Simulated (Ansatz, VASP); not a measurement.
# BN: VASP beside Ansatz

```
CELL_PARAMETERS angstrom
2.54397 0.00000 0.00000
-1.27198 2.20314 0.00000
0.00000 0.00000 4.08151
ATOMIC_POSITIONS crystal
B 0.66667 0.33333 0.99980
B 0.33333 0.66667 0.49980
N 0.66667 0.33333 0.62520
N 0.33333 0.66667 0.12520
```

Change from the starting cell: strain +0.000 along x and y, -0.030 along z, atoms carried along.

Alike in both runs: task single point; functional r2SCAN; k mesh 12 × 12 × 6; occupations gaussian, width 0.05 eV; no spin polarisation.

|  | VASP | Ansatz |
| --- | --- | --- |
| version | VASP 6.6.1 | Ansatz 0.2.0 |
| potentials or method | VASP PAW PBE potentials, release 64 (B, N), cutoff 520 eV | scalar-relativistic, plane waves, PAW |
| valence electrons in the cell | 16 | 16 |

|  | VASP | Ansatz | Ansatz less VASP |
| --- | --- | --- | --- |
| gap on the k mesh at the Fermi level (eV) | 5.79 | 5.83 | +0.037 |
| least direct gap on the mesh (eV) | 8.90 | 8.92 | +0.025 |
| pressure (GPa) | 14.5 | 13.2 | -1.24 |
| traceless stress, the component that is largest in VASP (GPa) | 22.60 | 22.47 | -0.134 |
| rms of the force components (eV/Å) | 0.041 | 0.039 | -0.0025 |

VASP's potentials were made for PBE, not for r2SCAN. Atom by atom the forces differ by 0.002 eV/Å (rms over components).
